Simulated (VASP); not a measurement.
Input of a VASP 6.6.1 run:

File POSCAR:

```
PtSe
1.0
    0.0000000000      3.0374472300      3.0374472300
    3.0374472300      0.0000000000      3.0374472300
    3.0374472300      3.0374472300      0.0000000000
Pt Se
1 1
Direct
    0.0000000000      0.0000000000      0.0000000000
    0.2500000000      0.2500000000      0.2500000000
```

The input INCAR.step1:

```
SYSTEM = PtSe
  PREC = Accurate
  ENCUT = 520
  EDIFF = 1E-5
  ISMEAR = -1
  SIGMA = 0.05
  LREAL = .FALSE.
  LASPH = .TRUE.
  NELM = 150
  ALGO = Normal
  ISIF = 2
  LWAVE = .TRUE.
  LCHARG = .FALSE.
  LNONCOLLINEAR = .TRUE.
  MAGMOM = 0 0 0 0 0 0
  LORBIT = 11
  LSORBIT = .TRUE.
  GGA_COMPAT = .FALSE.
  LORBMOM = .TRUE.
  LMAXMIX = 4
  GGA = PE
  NBANDS = 28
```

Contents of INCAR.step2:

```
SYSTEM = PtSe
  PREC = Accurate
  ENCUT = 520
  EDIFF = 1E-6
  ISMEAR = -1
  SIGMA = 0.05
  LREAL = .FALSE.
  LASPH = .TRUE.
  NELM = 150
  ALGO = Normal
  ISIF = 2
  LWAVE = .FALSE.
  LCHARG = .FALSE.
  LNONCOLLINEAR = .TRUE.
  MAGMOM = 0 0 0 0 0 0
  LORBIT = 11
  LSORBIT = .TRUE.
  GGA_COMPAT = .FALSE.
  LORBMOM = .TRUE.
  LMAXMIX = 4
  GGA = PE
  LHFCALC = .TRUE.
  AEXX = 0.25
  PRECFOCK = Normal
  ISTART = 1
  NBANDS = 28
```

File KPOINTS:

```
regular mesh
0
G
  4 4 4
  0 0 0
```

Potentials or basis: VASP PAW PBE potentials, release 64 (Pt, Se).

Launch:

```sh
$ cat potpaw_PBE.64/Pt/POTCAR potpaw_PBE.64/Se/POTCAR > POTCAR
$ cp INCAR.step1 INCAR
$ mpirun -np 1 vasp_ncl > vasp.out
$ cp INCAR.step2 INCAR
$ mpirun -np 1 vasp_ncl > vasp.out
```

(1) Estimate the net moment.

(2) Estimate the pressure.

## Answers

(1) 0.00 μB per cell.

(2) -13.6 GPa.

Caveat: the k points lie up to 0.45 Å⁻¹ apart; the PAW data sets were made with another functional, which shifts forces and pressure a little.
